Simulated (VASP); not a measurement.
# Cd (P6/mmm) in VASP: a series of runs

Cd is run at these levels: PBE; tasks: relaxation of cell and atoms.

All numbers are computed with VASP 6.6.1; they aren't measurements. Logs are shortened: lines on timing, memory, paths and dates and some standing lists are left out, and cuts for length are marked.

## (1) The cell of the first run

The structure is hexagonal, space group P6/mmm (No. 191). The conventional cell has a = 5.032 Å, b = 5.032 Å, c = 3.120 Å, α = 90.00°, β = 90.00°, γ = 120.00°. Within 4.1 Å of Cd (site symmetry 6/mmm) lie 14 Cd at 3.12 to 3.30 Å. Within 3.8 Å of Cd (site symmetry -6m2) lie 11 Cd at 2.91 to 3.30 Å.

This isn't the form of Cd at room conditions, which is hcp.

## (2) Relaxation of cell and atoms, PBE, target pressure 0.046 GPa, at which the enthalpy is minimised

Contents of INCAR:

```
SYSTEM = Cd
PREC = Accurate
ENCUT = 600
EDIFF = 1E-6
ISMEAR = -1
SIGMA = 0.08
LREAL = .FALSE.
LASPH = .TRUE.
NELM = 60
ALGO = Normal
ISIF = 3
LWAVE = .FALSE.
LCHARG = .FALSE.
GGA = PE
IBRION = 2
NSW = 60
EDIFFG = -0.005
PSTRESS = 0.45999999999999996
```

Contents of KPOINTS:

```
Automatic mesh
0
G
  7 7 10
  0 0 0
```

Contents of POSCAR:

```
Cd
1.0
    5.0320089486      0.0000000000      0.0000000000
   -2.5160044743      4.3578475816      0.0000000000
    0.0000000000      0.0000000000      3.1198455482
Cd
3
Direct
    0.0000000000      0.0000000000      0.0000000000
    0.3333333333      0.6666666667      0.5000000000
    0.6666666667      0.3333333333      0.5000000000
```

Potentials or basis: VASP PAW PBE potentials, release 64 (Cd).

The run is started by

```console
cat potpaw_PBE.64/Cd/POTCAR > POTCAR
mpirun -np 1 vasp_std > vasp.out
```

OUTCAR:

```text
SYSTEM = Cd
   PREC = Accurate
   ENCUT = 600
   EDIFF = 1E-6
   ISMEAR = -1
   LREAL = .FALSE.
   LASPH = .TRUE.
   NELM = 60
   ISIF = 3
   GGA = PE
   IBRION = 2
   NSW = 60
   EDIFFG = -0.005
   PSTRESS = 0.45999999999999996

 ion  position               nearest neighbor table
   1  0.000  0.000  0.000-   2 3.30   3 3.30   2 3.30   3 3.30   3 3.30   3 3.30   2 3.30   2 3.30
                             3 3.30   3 3.30   2 3.30   2 3.30
   2  0.333  0.667  0.500-   3 2.91   3 2.91   3 2.91   1 3.30   1 3.30   1 3.30   1 3.30   1 3.30
                             1 3.30
   3  0.667  0.333  0.500-   2 2.91   2 2.91   2 2.91   1 3.30   1 3.30   1 3.30   1 3.30   1 3.30
                             1 3.30

  LATTYP: Found a hexagonal cell.
 ALAT       =     5.0320089486
 C/A-ratio  =     0.6200000000

  Lattice vectors:

 A1 = (   5.0320089486,   0.0000000000,   0.0000000000)
 A2 = (  -2.5160044743,   4.3578475816,   0.0000000000)
 A3 = (   0.0000000000,   0.0000000000,   3.1198455482)

Analysis of symmetry for initial positions (statically):
=====================================================================
 Subroutine PRICEL returns:
 Original cell was already a primitive cell.

 Routine SETGRP: Setting up the symmetry group for a
 hexagonal supercell.

 Subroutine GETGRP returns: Found 24 space group operations
 (whereof 24 operations were pure point group operations)
 out of a pool of 24 trial point group operations.

The static configuration has the point symmetry D_6h.

Analysis of symmetry for dynamics (positions and initial velocities):
=====================================================================
 Subroutine PRICEL returns:
 Original cell was already a primitive cell.

 Routine SETGRP: Setting up the symmetry group for a
 hexagonal supercell.

 Subroutine GETGRP returns: Found 24 space group operations
 (whereof 24 operations were pure point group operations)
 out of a pool of 24 trial point group operations.

The dynamic configuration has the point symmetry D_6h.

 Subroutine INISYM returns: Found 24 space group operations
 (whereof 24 operations are pure point group operations),
 and found     1 'primitive' translations

----------------------------------------------------------------------------------------

                                     Primitive cell

  volume of cell :      68.4142

  direct lattice vectors                    reciprocal lattice vectors
     5.032008949  0.000000000  0.000000000     0.198727786  0.114735541  0.000000000
    -2.516004474  4.357847582  0.000000000     0.000000000  0.229471082  0.000000000
     0.000000000  0.000000000  3.119845548     0.000000000  0.000000000  0.320528688

  length of vectors
     5.032008949  5.032008949  3.119845548     0.229471082  0.229471082  0.320528688

  position of ions in fractional coordinates (direct lattice)
     0.000000000  0.000000000  0.000000000
     0.333333333  0.666666667  0.500000000
     0.666666667  0.333333333  0.500000000

  ion indices of the primitive-cell ions
   primitive index   ion index
                 1           1
                 2           2
                 3           3

----------------------------------------------------------------------------------------

 KPOINTS: Automatic mesh

Automatic generation of k-mesh.
 Grid dimensions read from file:
 generate k-points for:    7    7   10

 Generating k-lattice:

  Cartesian coordinates                     Fractional coordinates (reciprocal lattice)
     0.028389684  0.016390792  0.000000000     0.142857143 -0.000000000  0.000000000
     0.000000000  0.032781583  0.000000000     0.000000000  0.142857143  0.000000000
     0.000000000  0.000000000  0.032052869     0.000000000  0.000000000  0.100000000

  Length of vectors
     0.032781583  0.032781583  0.032052869

  Shift w.r.t. Gamma in fractional coordinates (k-lattice)
     0.000000000  0.000000000  0.000000000

 Subroutine IBZKPT returns following result:
 ===========================================

 Found     48 irreducible k-points:

 Following reciprocal coordinates:
            Coordinates               Weight
  0.000000  0.000000  0.000000      1.000000
  0.142857  0.000000  0.000000      6.000000
  0.285714  0.000000  0.000000      6.000000
  0.428571  0.000000  0.000000      6.000000
  0.142857  0.142857  0.000000      6.000000
  0.285714  0.142857  0.000000     12.000000
[... 16 lines left out ...]
  0.428571  0.142857  0.200000     12.000000
  0.285714  0.285714  0.200000     12.000000
 [... further k-points ...]
   k-points           NKPTS =     48   k-points in BZ     NKDIM =     48   number of bands    NBANDS=     22
   number of dos      NEDOS =    301   number of ions     NIONS =      3
   total plane-waves  NPLWV =  44800
   dimension x,y,z NGX =    40 NGY =   40 NGZ =   28
   dimension x,y,z NGXF=    80 NGYF=   80 NGZF=   56
   ions per type =               3
   NGX,Y,Z   is equivalent  to a cutoff of  13.22, 13.22, 14.92 a.u.
   NGXF,Y,Z  is equivalent  to a cutoff of  26.43, 26.43, 29.84 a.u.
 SYSTEM =  Cd
   PREC   = accura    normal or accurate (medium, high low for compatibility)
   ISTART =      0    job   : 0-new  1-cont  2-samecut
   ICHARG =      2    charge: 1-file 2-atom 10-const
   ISPIN  =      1    spin polarized calculation?
   LNONCOLLINEAR =      F non collinear calculations
   LSORBIT =      F    spin-orbit coupling
   LASPH  =      T    aspherical Exc in radial PAW
   ENCUT  =  600.0 eV  44.10 Ry    6.64 a.u.  10.05 10.05  6.23*2*pi/ulx,y,z
   NELM   =     60;   NELMIN=  2; NELMDL= -5     # of ELM steps
   EDIFF  = 0.1E-05   stopping-criterion for ELM
   LREAL  =      F    real-space projection
   EDIFFG = -.5E-02   stopping-criterion for IOM
   NSW    =     60    number of steps for IOM
   IBRION =      2    ionic relax: 0-MD 1-quasi-New 2-CG
   NFREE  =      1    steps in history (QN), initial steepest desc. (CG)
   ISIF   =      3    stress and relaxation
   ISYM   =      2    0-nonsym 1-usesym 2-fastsym
   POTIM  = 0.5000    time-step for ionic-motion
   TEBEG  =    0.0;   TEEND  =   0.0 temperature during run
   PSTRESS=    0.5 pullay stress
   NELECT =      36.0000    total number of electrons
   NUPDOWN=      -1.0000    fix difference up-down
   EMIN   =  10.00;   EMAX   =-10.00  energy-range for DOS
   EFERMI =   0.00;   METHOD = LEGACY
   ISMEAR =    -1;   SIGMA  =   0.08  broadening in eV -4-tet -1-fermi 0-gaus
   EFERMI_NEDOS =   21; number of points for ismear=-14 and -15
   IALGO  =     38    algorithm
   IMIX   =      4    mixing-type and parameters
     AMIX     =   0.40;   BMIX     =  1.00
     AMIX_MAG =   1.60;   BMIX_MAG =  1.00
  volume/ion in A,a.u.               =      22.80       153.89
  Fermi-wavevector in a.u.,A,eV,Ry     =   1.321682  2.497616 23.767229  1.746842
  Thomas-Fermi vector in A             =   2.451418
   LORBIT       =      0    0 simple, 1 ext, 2 COOP (PROOUT), +10 PAW based schemes
   GGA     = PE    functional components
   LHFCALC =     F    Hartree Fock is set to
   AEXX    =    0.0000 exact exchange contribution
   IVDW    =     0    specifies the selected vdW correction
   LEPSILON=     F    determine dielectric tensor
   LRPA    =     F    only Hartree local field effects (RPA)
 conjugate gradient relaxation of ions
 non-spin polarized calculation
  energy-cutoff  :      600.00
  volume of cell :       68.41
 maximum number of plane-waves:      2314
   NGX = 21   NGY = 21   NGZ = 13

--------------------------------------- Ionic step        1  -------------------------------------------

 number of electron      36.0000007 magnetization

 Free energy of the ion-electron system (eV)
  ---------------------------------------------------
  ext. energy  EPLUGINS =         0.00000000
  ---------------------------------------------------
  free energy    TOTEN  =        -2.05773066 eV

  energy without entropy =       -2.03591971  energy(sigma->0) =       -2.04682518

------------------------ aborting loop because EDIFF is reached ----------------------------------------

  FORCE on cell =-STRESS in cart. coord.  units (eV):
  Direction    XX          YY          ZZ          XY          YZ          ZX
  --------------------------------------------------------------------------------------
  -------------------------------------------------------------------------------------
  Total        0.9357947      0.9357947      0.3179663      0.0000000     -0.0000000      0.0000000
  in kB       21.9151592     21.9151592      7.4463781      0.0000000     -0.0000000      0.0000000
  external PRESSURE =      16.6322322 kB  Pullay stress =       0.4600000 kB
[... 96 lines left out ...]
  FREE ENERGIE OF THE ION-ELECTRON SYSTEM (eV)
  ---------------------------------------------------
  free  energy   TOTEN  =        -2.0757735012 eV

  energy  without entropy=       -2.0542805141  energy(sigma->0) =       -2.06502701

  enthalpy is  TOTEN    =        -2.0552570488 eV   P V=        0.0205164525

[... ionic steps 4 to 7 ...]

--------------------------------------- Ionic step        8  -------------------------------------------

 number of electron      36.0000007 magnetization

------------------------ aborting loop because EDIFF is reached ----------------------------------------

  FORCE on cell =-STRESS in cart. coord.  units (eV):
  Direction    XX          YY          ZZ          XY          YZ          ZX
  --------------------------------------------------------------------------------------
  -------------------------------------------------------------------------------------
  Total        0.0633537      0.0633537     -0.0567454      0.0000000      0.0000000      0.0000000
  in kB        1.4271811      1.4271811     -1.2783147      0.0000000      0.0000000      0.0000000
  external PRESSURE =       0.0653492 kB  Pullay stress =       0.4600000 kB
[... 63 lines left out ...]
  enthalpy is  TOTEN    =        -2.0568455926 eV   P V=        0.0203616062

--------------------------------------- Ionic step       10  -------------------------------------------

 number of electron      36.0000006 magnetization

 Free energy of the ion-electron system (eV)
  ---------------------------------------------------
  ext. energy  EPLUGINS =         0.00000000
  ---------------------------------------------------
  free energy    TOTEN  =        -2.07729080 eV

  energy without entropy =       -2.05586929  energy(sigma->0) =       -2.06658005

 E-fermi :   2.2782     XC(G=0): -10.5589

 val. band max:        2.1882213885   @ k =   0.1429   0.0000   0.3000
 cond. band min:       2.3463176025   @ k =   0.4286   0.0000   0.3000
 fundamental gap:      0.1580962141
 Fermi energy:         2.2781984007

 k-point     1 :       0.0000    0.0000    0.0000
  band No.  band energies     occupation
      1      -7.2504      2.00000
      2      -6.7856      2.00000
      3      -6.7583      2.00000
      4      -6.6521      2.00000
      5      -6.6521      2.00000
      6      -6.4944      2.00000
[... 574 lines left out ...]
      6      -6.6232      2.00000
[... 14 lines left out ...]
     21       7.7233      0.00000
     22       8.0984      0.00000

 [... further k-points ...]

------------------------ aborting loop because EDIFF is reached ----------------------------------------

  FORCE on cell =-STRESS in cart. coord.  units (eV):
  Direction    XX          YY          ZZ          XY          YZ          ZX
  --------------------------------------------------------------------------------------
  -------------------------------------------------------------------------------------
  Total        0.0341979      0.0341979      0.0264999      0.0000000     -0.0000000      0.0000000
  in kB        0.7718702      0.7718702      0.5981208      0.0000000     -0.0000000      0.0000000
  external PRESSURE =       0.2539537 kB  Pullay stress =       0.4600000 kB
[... 18 lines left out ...]
  FREE ENERGIE OF THE ION-ELECTRON SYSTEM (eV)
  ---------------------------------------------------
  free  energy   TOTEN  =        -2.0772907986 eV

  energy  without entropy=       -2.0558692935  energy(sigma->0) =       -2.06658005

  enthalpy is  TOTEN    =        -2.0569104033 eV   P V=        0.0203803953

 reached required accuracy - stopping structural energy minimisation
```

Run time: 3.2 min. Hardware: 1 thread of Intel Xeon Platinum 8559C (Emerald Rapids), shared host; peak memory 0.24 GiB.

What came out:

| Item | Value |
| --- | --- |
| Free energy | -2.0773 eV |
| Relaxed volume | 23.66 Å³/atom |
| Relaxed cell | a = 5.142 Å, b = 5.142 Å, c = 3.100 Å, α = 90.00°, β = 90.00°, γ = 120.00° |
| Space group after relaxing (to 0.1 Å) | P6/mmm (No. 191) |
| Energy change on relaxing (the run minimises the enthalpy) | -6.5 meV/atom |
| Ionic steps | 10 |
| Pressure after relaxing | 0.1 GPa |
| Band gap on the k mesh | zero (bands 18 and 19 overlap by 4.53 eV) |

The path:
```tsv
step	energy change (eV)	largest force (eV/Å)	pressure (GPa)	volume (Å³)
1	0.0000	0.0000	1.71	68.41
2	-0.0172	0.0000	0.25	70.78
3	-0.0180	0.0000	-0.11	71.46
4	-0.0180	0.0000	-0.11	71.40
5	-0.0178	0.0000	0.03	71.09
6	-0.0180	0.0000	-0.01	71.32
7	-0.0188	0.0000	0.02	71.22
8	-0.0193	0.0000	0.05	71.12
9	-0.0195	0.0000	0.10	70.92
10	-0.0196	0.0000	0.07	70.98
```

Final structure:
```xyz
3
Lattice="5.1418 0.0000 0.0000 -2.5709 4.4529 0.0000 0.0000 0.0000 3.1003" Properties=species:S:1:pos:R:3 pbc="T T T"
Cd    0.0000    0.0000    0.0000
Cd    0.0000    2.9686    1.5502
Cd    2.5709    1.4843    1.5502
```

Caveat: the cell is relaxed towards a set pressure, so the run minimises the enthalpy, not the energy.

## (3) Relaxation of cell and atoms, PBE, target pressure 0.046 GPa, at which the enthalpy is minimised

This run uses another cell than the first one, of 23.61 Å³/atom.

Contents of INCAR:

```
PREC     = Accurate       # precision mode
ENCUT    = 600            # plane-wave cutoff, eV
EDIFF    = 1E-7           # SCF threshold, eV
ISMEAR   = -1             # smearing method
SIGMA    = 0.08           # smearing width, eV
LREAL    = False          # projectors in reciprocal space
LASPH    = True           # aspherical terms in the spheres
NELM     = 80             # most SCF steps
ALGO     = Normal         # electronic algorithm
ISIF     = 3              # what is computed and relaxed
LWAVE    = False          # write WAVECAR
LCHARG   = False          # write CHGCAR
GGA      = PE             # functional
IBRION   = 2              # ionic algorithm
NSW      = 32             # ionic steps
EDIFFG   = -0.005         # ionic threshold
PSTRESS  = 0.45999999999999996
```

Contents of KPOINTS:

```
regular mesh
0
Gamma
  7 7 10
```

Contents of POSCAR:

```
Cd
1.0
    5.1389767794      0.0000000000      0.0000000000
   -2.5694883897      4.4504844404      0.0000000000
    0.0000000000      0.0000000000      3.0967793003
Cd
3
Direct
    0.0000000000      0.0000000000      0.0000000000
    0.3333333333      0.6666666667      0.5000000000
    0.6666666667      0.3333333333      0.5000000000
```

Potentials or basis: VASP PAW PBE potentials, release 64 (Cd).

The run is started by

```console
cat potpaw_PBE.64/Cd/POTCAR > POTCAR
mpirun -np 1 vasp_std > vasp.out
```

Wall time 76 s (1 thread of Intel Xeon Platinum 8559C (Emerald Rapids), shared host); peak memory 0.25 GiB.

The run converged. Its results:

| Quantity | Value |
| --- | --- |
| Free energy | -2.0788 eV |
| Relaxed volume | 23.66 Å³/atom |
| Relaxed cell | a = 5.143 Å, b = 5.143 Å, c = 3.099 Å, α = 90.00°, β = 90.00°, γ = 120.00° |
| Space group after relaxing (to 0.1 Å) | P6/mmm (No. 191) |
| Energy change on relaxing (the run minimises the enthalpy) | -0.0 meV/atom |
| Ionic steps | 2 |
| Pressure after relaxing | 0.1 GPa |
| Band gap on the k mesh | zero (bands 18 and 19 overlap by 4.53 eV) |

Step by step:
| step | energy change (eV) | largest force (eV/Å) | pressure (GPa) | volume (Å³) |
| --- | --- | --- | --- | --- |
| 1 | 0.0000 | 0.0000 | 0.16 | 70.83 |
| 2 | -0.0001 | 0.0000 | 0.07 | 70.99 |

Final structure:
```
Cd
1.0
     5.14282    0.00000    0.00000
    -2.57141    4.45381    0.00000
     0.00000    0.00000    3.09945
Cd
3
Direct
  0.00000 0.00000 0.00000
  0.33333 0.66667 0.50000
  0.66667 0.33333 0.50000
```

Levels at points of the mesh, in eV from the Fermi level:
| k point | band 15 | band 16 | band 17 | band 18 | band 19 | band 20 | band 21 | band 22 |
| --- | --- | --- | --- | --- | --- | --- | --- | --- |
| (0.00, 0.00, 0.00) | -8.22 | -8.20 | 0.20 | 0.42 | 0.93 | 0.93 | 0.97 | 0.97 |
| (0.00, 0.00, 0.50) | -8.03 | -3.61 | -3.27 | 3.49 | 3.61 | 3.61 | 3.68 | 4.50 |

Caveat: the cell is relaxed towards a set pressure, so the run minimises the enthalpy, not the energy.

The gap in the log of VASP goes by the Fermi energy; the results here count the filled bands.